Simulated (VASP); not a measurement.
# InAs (F-43m) in VASP: density of states with PBE

Aim: the density of states of InAs with PBE.

All numbers are computed with VASP 6.6.1; they aren't measurements. Logs are shortened: lines on timing, memory, paths and dates and some standing lists are left out, and cuts for length are marked.

### Step 1. The cell of the first run

It takes space group F-43m (No. 216, cubic). The conventional cell has a = 6.186 Å, b = 6.186 Å, c = 6.186 Å, α = 90.00°, β = 90.00°, γ = 90.00°. Within 3.5 Å of In (site symmetry -43m) lie 4 As at 2.68 Å. As (site symmetry -43m) has 4 In at 2.68 Å within 3.5 Å.

### Step 2. Density of states, PBE

The input, POSCAR:

```
InAs
1.0
    0.0000000000      3.0931234142      3.0931234142
    3.0931234142      0.0000000000      3.0931234142
    3.0931234142      3.0931234142      0.0000000000
In As
1 1
Direct
    0.0000000000      0.0000000000      0.0000000000
    0.7500000000      0.7500000000      0.7500000000
```

The input, INCAR.step1:

```
  PREC = Accurate
  ENCUT = 520
  EDIFF = 1E-6
  ISMEAR = 0
  SIGMA = 0.05
  LREAL = False
  LASPH = True
  NELM = 80
  ALGO = Normal
  ISIF = 2
  LWAVE = False
  LCHARG = True
  GGA = PE
  NBANDS = 16
```

The input, KPOINTS.step1:

```
regular mesh
0
Gamma
  10 10 10
```

The input, INCAR.step2:

```
  PREC = Accurate
  ENCUT = 520
  EDIFF = 1E-6
  ISMEAR = -5
  SIGMA = 0.05
  LREAL = False
  LASPH = True
  NELM = 80
  ALGO = Normal
  ISIF = 2
  LWAVE = False
  LCHARG = False
  GGA = PE
  LORBIT = 11
  NEDOS = 2001
  ICHARG = 11
```

The input, KPOINTS.step2:

```
regular mesh
0
Gamma
  15 15 15
```

Potentials or basis: VASP PAW PBE potentials, release 64 (In_d, As).

On the command line:

```
$ cat potpaw_PBE.64/In_d/POTCAR potpaw_PBE.64/As/POTCAR > POTCAR
$ cp INCAR.step1 INCAR
$ cp KPOINTS.step1 KPOINTS
$ mpirun -np 1 vasp_std > vasp.out
$ cp INCAR.step2 INCAR
$ cp KPOINTS.step2 KPOINTS
$ mpirun -np 1 vasp_std > vasp.out
```

OUTCAR:

```text
PREC = Accurate
   ENCUT = 520
   EDIFF = 1E-6
   ISMEAR = -5
   LREAL = False
   LASPH = True
   NELM = 80
   ISIF = 2
   GGA = PE
   LORBIT = 11
   ICHARG = 11

 ion  position               nearest neighbor table
   1  0.000  0.000  0.000-   2 2.68   2 2.68   2 2.68   2 2.68
   2  0.750  0.750  0.750-   1 2.68   1 2.68   1 2.68   1 2.68

  LATTYP: Found a face centered cubic cell.
 ALAT       =     6.1862468284

  Lattice vectors:

 A1 = (   0.0000000000,   3.0931234142,   3.0931234142)
 A2 = (   3.0931234142,   0.0000000000,   3.0931234142)
 A3 = (   3.0931234142,   3.0931234142,   0.0000000000)

Analysis of symmetry for initial positions (statically):
=====================================================================
 Subroutine PRICEL returns:
 Original cell was already a primitive cell.

 Routine SETGRP: Setting up the symmetry group for a
 face centered cubic supercell.

 Subroutine GETGRP returns: Found 24 space group operations
 (whereof 24 operations were pure point group operations)
 out of a pool of 48 trial point group operations.

The static configuration has the point symmetry T_d .

Analysis of symmetry for dynamics (positions and initial velocities):
=====================================================================
 Subroutine PRICEL returns:
 Original cell was already a primitive cell.

 Routine SETGRP: Setting up the symmetry group for a
 face centered cubic supercell.

 Subroutine GETGRP returns: Found 24 space group operations
 (whereof 24 operations were pure point group operations)
 out of a pool of 48 trial point group operations.

The dynamic configuration has the point symmetry T_d .

 Subroutine INISYM returns: Found 24 space group operations
 (whereof 24 operations are pure point group operations),
 and found     1 'primitive' translations

----------------------------------------------------------------------------------------

                                     Primitive cell

  volume of cell :      59.1864

  direct lattice vectors                    reciprocal lattice vectors
     0.000000000  3.093123414  3.093123414    -0.161648901  0.161648901  0.161648901
     3.093123414  0.000000000  3.093123414     0.161648901 -0.161648901  0.161648901
     3.093123414  3.093123414  0.000000000     0.161648901  0.161648901 -0.161648901

  length of vectors
     4.374337082  4.374337082  4.374337082     0.279984109  0.279984109  0.279984109

  position of ions in fractional coordinates (direct lattice)
     0.000000000  0.000000000  0.000000000
     0.750000000  0.750000000  0.750000000

  ion indices of the primitive-cell ions
   primitive index   ion index
                 1           1
                 2           2

----------------------------------------------------------------------------------------

 KPOINTS: regular mesh

Automatic generation of k-mesh.
 Grid dimensions read from file:
 generate k-points for:   15   15   15

 Generating k-lattice:

  Cartesian coordinates                     Fractional coordinates (reciprocal lattice)
    -0.010776593  0.010776593  0.010776593     0.066666667  0.000000000  0.000000000
     0.010776593 -0.010776593  0.010776593     0.000000000  0.066666667  0.000000000
     0.010776593  0.010776593 -0.010776593     0.000000000  0.000000000  0.066666667

  Length of vectors
     0.018665607  0.018665607  0.018665607

  Shift w.r.t. Gamma in fractional coordinates (k-lattice)
     0.000000000  0.000000000  0.000000000

 TETIRR: Found    484 inequivalent tetrahedra from    20250

 Subroutine IBZKPT returns following result:
 ===========================================

 Found    120 irreducible k-points:

 Following reciprocal coordinates:
            Coordinates               Weight
  0.000000  0.000000  0.000000      1.000000
  0.066667  0.000000  0.000000      8.000000
  0.133333  0.000000  0.000000      8.000000
  0.200000  0.000000  0.000000      8.000000
  0.266667  0.000000  0.000000      8.000000
  0.333333  0.000000  0.000000      8.000000
[... 16 lines left out ...]
  0.133333  0.133333  0.000000      6.000000
  0.200000  0.133333  0.000000     24.000000
 [... further k-points ...]
   k-points           NKPTS =    120   k-points in BZ     NKDIM =    120   number of bands    NBANDS=     13
   number of dos      NEDOS =   2001   number of ions     NIONS =      2
   total plane-waves  NPLWV =  46656
   dimension x,y,z NGX =    36 NGY =   36 NGZ =   36
   dimension x,y,z NGXF=    72 NGYF=   72 NGZF=   72
   ions per type =               1   1
   NGX,Y,Z   is equivalent  to a cutoff of  13.68, 13.68, 13.68 a.u.
   NGXF,Y,Z  is equivalent  to a cutoff of  27.36, 27.36, 27.36 a.u.
 SYSTEM =  unknown system
   PREC   = accura    normal or accurate (medium, high low for compatibility)
   ISTART =      0    job   : 0-new  1-cont  2-samecut
   ICHARG =     11    charge: 1-file 2-atom 10-const
   ISPIN  =      1    spin polarized calculation?
   LNONCOLLINEAR =      F non collinear calculations
   LSORBIT =      F    spin-orbit coupling
   LASPH  =      T    aspherical Exc in radial PAW
   ENCUT  =  520.0 eV  38.22 Ry    6.18 a.u.   8.13  8.13  8.13*2*pi/ulx,y,z
   NELM   =     80;   NELMIN=  2; NELMDL=  0     # of ELM steps
   EDIFF  = 0.1E-05   stopping-criterion for ELM
   LREAL  =      F    real-space projection
   EDIFFG = 0.1E-04   stopping-criterion for IOM
   NSW    =      0    number of steps for IOM
   IBRION =     -1    ionic relax: 0-MD 1-quasi-New 2-CG
   NFREE  =      0    steps in history (QN), initial steepest desc. (CG)
   ISIF   =      2    stress and relaxation
   ISYM   =      2    0-nonsym 1-usesym 2-fastsym
   POTIM  = 0.5000    time-step for ionic-motion
   TEBEG  =    0.0;   TEEND  =   0.0 temperature during run
   PSTRESS=    0.0 pullay stress
   NELECT =      18.0000    total number of electrons
   NUPDOWN=      -1.0000    fix difference up-down
   EMIN   =  10.00;   EMAX   =-10.00  energy-range for DOS
   EFERMI =   0.00;   METHOD = LEGACY
   ISMEAR =    -5;   SIGMA  =   0.05  broadening in eV -4-tet -1-fermi 0-gaus
   EFERMI_NEDOS =   21; number of points for ismear=-14 and -15
   IALGO  =     38    algorithm
   IMIX   =      4    mixing-type and parameters
     AMIX     =   0.40;   BMIX     =  1.00
     AMIX_MAG =   1.60;   BMIX_MAG =  1.00
  volume/ion in A,a.u.               =      29.59       199.70
  Fermi-wavevector in a.u.,A,eV,Ry     =   1.100927  2.080450 16.490801  1.212040
  Thomas-Fermi vector in A             =   2.237346
   LORBIT       =     11    0 simple, 1 ext, 2 COOP (PROOUT), +10 PAW based schemes
   GGA     = PE    functional components
   LHFCALC =     F    Hartree Fock is set to
   AEXX    =    0.0000 exact exchange contribution
   IVDW    =     0    specifies the selected vdW correction
   LEPSILON=     F    determine dielectric tensor
   LRPA    =     F    only Hartree local field effects (RPA)
 non-spin polarized calculation
 Fermi weights with tetrahedron method with Bloechl corrections
  energy-cutoff  :      520.00
  volume of cell :       59.19
 maximum number of plane-waves:      1639
 NGX is ok and might be reduce to    36

 number of electron      17.9999997 magnetization

 Free energy of the ion-electron system (eV)
  ---------------------------------------------------
  ext. energy  EPLUGINS =         0.00000000
  ---------------------------------------------------
  free energy    TOTEN  =        -7.71979444 eV

  energy without entropy =       -7.71979444  energy(sigma->0) =       -7.71979444

 E-fermi :   3.8440     XC(G=0):  -8.7966

 val. band max:        3.8425166200   @ k =   0.0000   0.0000   0.0000
 cond. band min:       3.8425167485   @ k =   0.0000   0.0000   0.0000
 fundamental gap:      0.0000001286
 Fermi energy:         3.8440395602

 k-point     1 :       0.0000    0.0000    0.0000
  band No.  band energies     occupation
      1     -10.4259      2.00000
      2     -10.4259      2.00000
      3     -10.4259      2.00000
      4     -10.3245      2.00000
      5     -10.3245      2.00000
      6      -7.5997      2.00000
      7       3.3008      2.00000
      8       3.8425      2.00000
      9       3.8425      2.00000
     10       3.8425      0.00001
     11       7.7157      0.00000
     12       7.7157      0.00000
     13       7.7157      0.00000

 k-point     2 :       0.0667    0.0000    0.0000
  band No.  band energies     occupation
      1     -10.4303      2.00000
      2     -10.4245      2.00000
      3     -10.4245      2.00000
      4     -10.3245      2.00000
      5     -10.3245      2.00000
      6      -7.5587      2.00000
      7       2.6757      2.00000
      8       3.7896      2.00000
      9       3.7896      2.00000
     10       4.3316     -0.00000
     11       7.7153      0.00000
     12       7.7963      0.00000
     13       7.7963      0.00000

 k-point     3 :       0.1333    0.0000    0.0000
  band No.  band energies     occupation
      1     -10.4424      2.00000
      2     -10.4208      2.00000
      3     -10.4208      2.00000
      4     -10.3245      2.00000
      5     -10.3245      2.00000
      6      -7.4385      2.00000
      7       1.7916      2.00000
      8       3.6510      2.00000
      9       3.6510      2.00000
     10       4.7770      0.00000
     11       7.8519      0.00000
     12       8.0018      0.00000
     13       8.0018      0.00000
[... 305 lines left out ...]
 k-point    23 :       0.1333    0.1333    0.0000
  band No.  band energies     occupation
      1     -10.4532      2.00000
      2     -10.4157      2.00000
      3     -10.4157      2.00000
      4     -10.3283      2.00000
      5     -10.3215      2.00000
      6      -7.3850      2.00000
      7       1.6926      2.00000
      8       3.3192      2.00000
      9       3.3192      2.00000
     10       5.4229      0.00000
     11       7.0088      0.00000
     12       8.4925      0.00000
     13       8.4925      0.00000

 k-point    24 :       0.2000    0.1333    0.0000
  band No.  band energies     occupation
      1     -10.4671      2.00000
      2     -10.4110      2.00000
      3     -10.4103      2.00000
      4     -10.3301      2.00000
      5     -10.3201      2.00000
      6      -7.2445      2.00000
      7       1.1177      2.00000
      8       3.1060      2.00000
      9       3.1078      2.00000
     10       5.7558      0.00000
     11       6.8996      0.00000
     12       8.8238      0.00000
     13       8.8318      0.00000

 [... further k-points ...]
[... 5 lines left out ...]
  --------------------------------------------------------------------------------------
  -------------------------------------------------------------------------------------
  Total        0.0259040      0.0259040      0.0259040      0.0000000      0.0000000      0.0000000
  in kB        0.7012209      0.7012209      0.7012209      0.0000000      0.0000000      0.0000000
  external PRESSURE =       0.7012209 kB  Pullay stress =       0.0000000 kB

 VOLUME and BASIS-vectors are now :
 -----------------------------------------------------------------------------
  energy-cutoff  :      520.00
  volume of cell :       59.19
      direct lattice vectors                 reciprocal lattice vectors
     0.000000000  3.093123414  3.093123414    -0.161648901  0.161648901  0.161648901
     3.093123414  0.000000000  3.093123414     0.161648901 -0.161648901  0.161648901
     3.093123414  3.093123414  0.000000000     0.161648901  0.161648901 -0.161648901

 POSITION                                       TOTAL-FORCE (eV/Angst)
 -----------------------------------------------------------------------------------
      0.00000      0.00000      0.00000         0.000000      0.000000      0.000000
      4.63969      4.63969      4.63969        -0.000000     -0.000000     -0.000000
 -----------------------------------------------------------------------------------
    total drift:                                0.000000      0.000000      0.000000

  FREE ENERGIE OF THE ION-ELECTRON SYSTEM (eV)
  ---------------------------------------------------
  free  energy   TOTEN  =        -7.7197944415 eV

  energy  without entropy=       -7.7197944415  energy(sigma->0) =       -7.71979444

 total charge

# of ion       s       p       d       tot
------------------------------------------
    1        0.850   0.670   9.880  11.400
    2        1.226   1.526   0.019   2.770
--------------------------------------------------
tot          2.076   2.196   9.899  14.171
```

Wall time 3 min (1 thread of Intel Xeon 8259CL, shared host); peak memory 0.27 GiB.

Results:

- Valence electrons inside the program's atomic spheres: In 11.40; As 2.77

Caveat: spin-orbit coupling is left out, which moves the levels of the heavy elements; tetrahedron occupations give inexact forces and stress in metals.
